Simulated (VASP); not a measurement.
# TiO (P-62m) in VASP: further runs

TiO is run at these levels: PBEsol; tasks: single point.

Program: VASP 6.6.1. These are calculated values, not measurements. Logs are shortened: lines on timing, memory, paths and dates and some standing lists are left out, and cuts for length are marked.

### Step 1. The cell of the first run

The structure is hexagonal, space group P-62m (No. 189). The conventional cell has a = 4.989 Å, b = 4.989 Å, c = 2.873 Å, α = 90.00°, β = 90.00°, γ = 120.00°. Ti (site symmetry -6) has 6 O at 2.10 Å and 5 Ti at 2.87 to 2.88 Å within 2.9 Å. Within 2.6 Å of Ti (site symmetry -62m) lie 3 O at 1.97 Å. Within 2.7 Å of O (site symmetry m2m) lie 5 Ti at 1.97 to 2.10 Å and 4 O at 2.66 Å.

### Step 2. Single point, PBEsol

File INCAR:

```
  PREC = Accurate
  ENCUT = 520
  EDIFF = 1E-7
  ISMEAR = 0
  SIGMA = 0.1
  LREAL = F
  LASPH = T
  NELM = 100
  ALGO = Normal
  ISIF = 2
  LWAVE = F
  LCHARG = T
  GGA = PS
  LELF = T
  LVHAR = T
  NBANDS = 36
```

File KPOINTS:

```
Automatic mesh
0
Gamma
  12 12 12
```

File POSCAR:

```
TiO
1.0
    4.9890877720      0.0000000000      0.0000000000
   -2.4945438860      4.3206767523      0.0000000000
    0.0000000000      0.0000000000      2.8733134400
Ti O
3 3
Direct
    0.6666666667      0.3333333333      0.5000000000
    0.3333333333      0.6666666667      0.5000000000
    0.0000000000      0.0000000000      0.0000000000
    0.6055592400      0.6055592400      0.0000000000
    0.3944407600      0.0000000000      0.0000000000
    0.0000000000      0.3944407600      0.0000000000
```

Potentials or basis: VASP PAW PBE potentials, release 64 (Ti_sv, O).

Started as:

```bash
$ cat potpaw_PBE.64/Ti_sv/POTCAR potpaw_PBE.64/O/POTCAR > POTCAR
$ mpirun -np 1 vasp_std > vasp.out
```

OUTCAR:

```text
PREC = Accurate
   ENCUT = 520
   EDIFF = 1E-7
   ISMEAR = 0
   LREAL = F
   LASPH = T
   NELM = 100
   ISIF = 2
   GGA = PS

 ion  position               nearest neighbor table
   1  0.667  0.333  0.500-   6 2.10   6 2.10   5 2.10   5 2.10   4 2.10   4 2.10   2 2.88   2 2.88
                             2 2.88
   2  0.333  0.667  0.500-   5 2.10   5 2.10   6 2.10   6 2.10   4 2.10   4 2.10   1 2.88   1 2.88
                             1 2.88
   3  0.000  0.000  0.000-   5 1.97   4 1.97   6 1.97
   4  0.606  0.606  0.000-   3 1.97   2 2.10   2 2.10   1 2.10   1 2.10
   5  0.394  0.000  0.000-   3 1.97   2 2.10   2 2.10   1 2.10   1 2.10
   6  0.000  0.394  0.000-   3 1.97   1 2.10   1 2.10   2 2.10   2 2.10

  LATTYP: Found a hexagonal cell.
 ALAT       =     4.9890877720
 C/A-ratio  =     0.5759196012

  Lattice vectors:

 A1 = (   4.9890877720,   0.0000000000,   0.0000000000)
 A2 = (  -2.4945438860,   4.3206767523,   0.0000000000)
 A3 = (   0.0000000000,   0.0000000000,   2.8733134400)

Analysis of symmetry for initial positions (statically):
=====================================================================
 Subroutine PRICEL returns:
 Original cell was already a primitive cell.

 Routine SETGRP: Setting up the symmetry group for a
 hexagonal supercell.

 Subroutine GETGRP returns: Found 12 space group operations
 (whereof 12 operations were pure point group operations)
 out of a pool of 24 trial point group operations.

The static configuration has the point symmetry D_3h.

Analysis of symmetry for dynamics (positions and initial velocities):
=====================================================================
 Subroutine PRICEL returns:
 Original cell was already a primitive cell.

 Routine SETGRP: Setting up the symmetry group for a
 hexagonal supercell.

 Subroutine GETGRP returns: Found 12 space group operations
 (whereof 12 operations were pure point group operations)
 out of a pool of 24 trial point group operations.

The dynamic configuration has the point symmetry D_3h.

 Subroutine INISYM returns: Found 12 space group operations
 (whereof 12 operations are pure point group operations),
 and found     1 'primitive' translations

----------------------------------------------------------------------------------------

                                     Primitive cell
[... 94 lines left out ...]
   LNONCOLLINEAR =      F non collinear calculations
   LSORBIT =      F    spin-orbit coupling
   LASPH  =      T    aspherical Exc in radial PAW
   ENCUT  =  520.0 eV  38.22 Ry    6.18 a.u.   9.28  9.28  5.34*2*pi/ulx,y,z
   NELM   =    100;   NELMIN=  2; NELMDL= -5     # of ELM steps
   EDIFF  = 0.1E-06   stopping-criterion for ELM
   LREAL  =      F    real-space projection
   EDIFFG = 0.1E-05   stopping-criterion for IOM
   NSW    =      0    number of steps for IOM
   IBRION =     -1    ionic relax: 0-MD 1-quasi-New 2-CG
   NFREE  =      0    steps in history (QN), initial steepest desc. (CG)
   ISIF   =      2    stress and relaxation
   ISYM   =      2    0-nonsym 1-usesym 2-fastsym
   POTIM  = 0.5000    time-step for ionic-motion
   TEBEG  =    0.0;   TEEND  =   0.0 temperature during run
   PSTRESS=    0.0 pullay stress
   NELECT =      54.0000    total number of electrons
   NUPDOWN=      -1.0000    fix difference up-down
   EMIN   =  10.00;   EMAX   =-10.00  energy-range for DOS
   EFERMI =   0.00;   METHOD = LEGACY
   ISMEAR =     0;   SIGMA  =   0.10  broadening in eV -4-tet -1-fermi 0-gaus
   EFERMI_NEDOS =   21; number of points for ismear=-14 and -15
   IALGO  =     38    algorithm
   IMIX   =      4    mixing-type and parameters
     AMIX     =   0.40;   BMIX     =  1.00
     AMIX_MAG =   1.60;   BMIX_MAG =  1.00
  volume/ion in A,a.u.               =      10.32        69.66
  Fermi-wavevector in a.u.,A,eV,Ry     =   1.563942  2.955423 33.278709  2.445916
  Thomas-Fermi vector in A             =   2.666639
   LORBIT       =      0    0 simple, 1 ext, 2 COOP (PROOUT), +10 PAW based schemes
   GGA     = PS    functional components
   LHFCALC =     F    Hartree Fock is set to
   AEXX    =    0.0000 exact exchange contribution
   IVDW    =     0    specifies the selected vdW correction
   LEPSILON=     F    determine dielectric tensor
   LRPA    =     F    only Hartree local field effects (RPA)
 non-spin polarized calculation
 Gauss-broadening in eV      SIGMA  =   0.10
  energy-cutoff  :      520.00
  volume of cell :       61.94
 maximum number of plane-waves:      1691
 NGX is ok and might be reduce to    40
   NGX = 19   NGY = 19   NGZ = 11

 number of electron      54.0000004 magnetization

 Free energy of the ion-electron system (eV)
  ---------------------------------------------------
  ext. energy  EPLUGINS =         0.00000000
  ---------------------------------------------------
  free energy    TOTEN  =       -56.84868175 eV

  energy without entropy =      -56.84495171  energy(sigma->0) =      -56.84681673

 E-fermi :  10.5849     XC(G=0): -12.6928

 val. band max:       10.5607634827   @ k =   0.1667   0.0833   0.4167
 cond. band min:      10.5960555516   @ k =   0.1667   0.0000   0.1667
 fundamental gap:      0.0352920689
 Fermi energy:        10.5848906324

 k-point     1 :       0.0000    0.0000    0.0000
  band No.  band energies     occupation
      1     -47.5094      2.00000
      2     -47.4279      2.00000
      3     -46.9590      2.00000
      4     -24.0758      2.00000
      5     -24.0758      2.00000
      6     -23.7790      2.00000
[... 925 lines left out ...]
     35      12.4584      0.00000
     36      12.6816      0.00000

 [... further k-points ...]
[... 5 lines left out ...]
  --------------------------------------------------------------------------------------
  -------------------------------------------------------------------------------------
  Total       -1.6884619     -1.6884619     -2.4842137      0.0000000      0.0000000      0.0000000
  in kB      -43.6763076    -43.6763076    -64.2604278      0.0000000      0.0000000      0.0000000
  external PRESSURE =     -50.5376810 kB  Pullay stress =       0.0000000 kB

 VOLUME and BASIS-vectors are now :
 -----------------------------------------------------------------------------
  energy-cutoff  :      520.00
  volume of cell :       61.94
      direct lattice vectors                 reciprocal lattice vectors
     4.989087772  0.000000000  0.000000000     0.200437444  0.115722612  0.000000000
    -2.494543886  4.320676752  0.000000000     0.000000000  0.231445224  0.000000000
     0.000000000  0.000000000  2.873313440     0.000000000  0.000000000  0.348030252

 POSITION                                       TOTAL-FORCE (eV/Angst)
 -----------------------------------------------------------------------------------
      2.49454      1.44023      1.43666         0.000000      0.000000      0.000000
     -0.00000      2.88045      1.43666         0.000000     -0.000000      0.000000
      0.00000      0.00000      0.00000         0.000000      0.000000      0.000000
      1.51059      2.61643      0.00000         0.009132      0.015816      0.000000
      1.96790      0.00000      0.00000        -0.018263     -0.000000      0.000000
     -0.98395      1.70425      0.00000         0.009132     -0.015816      0.000000
 -----------------------------------------------------------------------------------
    total drift:                               -0.000001     -0.000002      0.000001

  FREE ENERGIE OF THE ION-ELECTRON SYSTEM (eV)
  ---------------------------------------------------
  free  energy   TOTEN  =       -56.8486817483 eV

  energy  without entropy=      -56.8449517121  energy(sigma->0) =      -56.84681673
```

OSZICAR:

```text
N       E                     dE             d eps       ncg     rms          rms(c)
DAV:   1     0.774622291236E+03    0.77462E+03   -0.26973E+04  9584   0.188E+03
DAV:   2     0.569772428350E+02   -0.71765E+03   -0.69191E+03  9716   0.564E+02
DAV:   3    -0.599424719760E+02   -0.11692E+03   -0.11471E+03 14360   0.206E+02
DAV:   4    -0.671075415604E+02   -0.71651E+01   -0.71334E+01 14192   0.498E+01
DAV:   5    -0.674870733958E+02   -0.37953E+00   -0.37936E+00 13740   0.962E+00    0.276E+01
DAV:   6    -0.572169301631E+02    0.10270E+02   -0.71105E+01 14420   0.691E+01    0.984E+00
DAV:   7    -0.573071843223E+02   -0.90254E-01   -0.13542E+01 14784   0.244E+01    0.847E+00
DAV:   8    -0.568844538631E+02    0.42273E+00   -0.46975E+00 14700   0.113E+01    0.540E+00
DAV:   9    -0.568554760695E+02    0.28978E-01   -0.47299E-01 12348   0.492E+00    0.976E-01
DAV:  10    -0.568465430878E+02    0.89330E-02   -0.11759E-01 14132   0.226E+00    0.756E-01
DAV:  11    -0.568487178790E+02   -0.21748E-02   -0.60692E-03 12384   0.620E-01    0.147E-01
DAV:  12    -0.568486766143E+02    0.41265E-04   -0.15805E-03 13172   0.215E-01    0.533E-02
DAV:  13    -0.568486851601E+02   -0.85459E-05   -0.17647E-04 13828   0.972E-02    0.119E-02
DAV:  14    -0.568486814845E+02    0.36757E-05   -0.12040E-05 12468   0.296E-02    0.109E-02
DAV:  15    -0.568486817284E+02   -0.24393E-06   -0.55751E-06 12340   0.170E-02    0.285E-03
DAV:  16    -0.568486817483E+02   -0.19924E-07   -0.45554E-07 10396   0.508E-03
   1 F= -.56848682E+02 E0= -.56846817E+02  d E =-.373004E-02
```

stdout:

```text
POSCAR found type information on POSCAR TiO
 POSCAR found :  2 types and       6 ions
 scaLAPACK will be used
 -----------------------------------------------------------------------------
|                                                                             |
|                                                                             |
|     You enforced a specific xc type in the INCAR file but a different       |
|     I HOPE YOU KNOW WHAT YOU ARE DOING!                                     |
|                                                                             |
 -----------------------------------------------------------------------------

 LDA part: xc-table for (Slater+PW92), standard interpolation
 POSCAR, INCAR and KPOINTS ok, starting setup
 FFT: planning ... GRIDC
 FFT: planning ... GRID_SOFT
 FFT: planning ... GRID
 WAVECAR not read
 entering main loop
```

It took 2.9 min on 1 thread of Intel Xeon 6975P-C (Granite Rapids), shared host; peak memory 0.34 GiB.

What came out:

| Quantity | Value |
| --- | --- |
| Free energy | -56.8487 eV |
| Pressure | -5.1 GPa |
| Largest force | 0.018 eV/Å |
| Band gap on the k mesh | zero (bands 27 and 28 overlap by 1.41 eV) |

Forces on the atoms (eV/Å):
```
Ti   0.000  0.000  0.000
Ti   0.000  0.000  0.000
Ti   0.000  0.000  0.000
O    0.009  0.016  0.000
O   -0.018  0.000  0.000
O    0.009 -0.016  0.000
```

Stress tensor (GPa, compression positive):
```
-4.37  0.00  0.00
 0.00 -4.37  0.00
 0.00  0.00 -6.43
```

Levels at points of the mesh, in eV from the Fermi level:
| k point | band 25 | band 26 | band 27 | band 28 | band 29 | band 30 |
| --- | --- | --- | --- | --- | --- | --- |
| (0.00, 0.00, 0.00) | -3.44 | -0.86 | -0.85 | -0.85 | 0.26 | 0.26 |
| (0.50, 0.00, 0.00) | -2.52 | -2.10 | -1.81 | 0.33 | 0.86 | 1.07 |
| (0.00, 0.00, 0.50) | -1.98 | -1.98 | 0.56 | 0.99 | 0.99 | 1.14 |
| (0.50, 0.00, 0.50) | -2.03 | -1.45 | -0.56 | 0.46 | 0.60 | 1.55 |

Caveat: the cell stands under tension; the PAW data sets were made with another functional, which shifts forces and pressure a little; semilocal functionals often make such compounds metallic where correlation or magnetic order opens a gap, which also shifts bond lengths.

[end of part 1 of 3]

The gap in the log of VASP goes by the Fermi energy; the results here count the filled bands.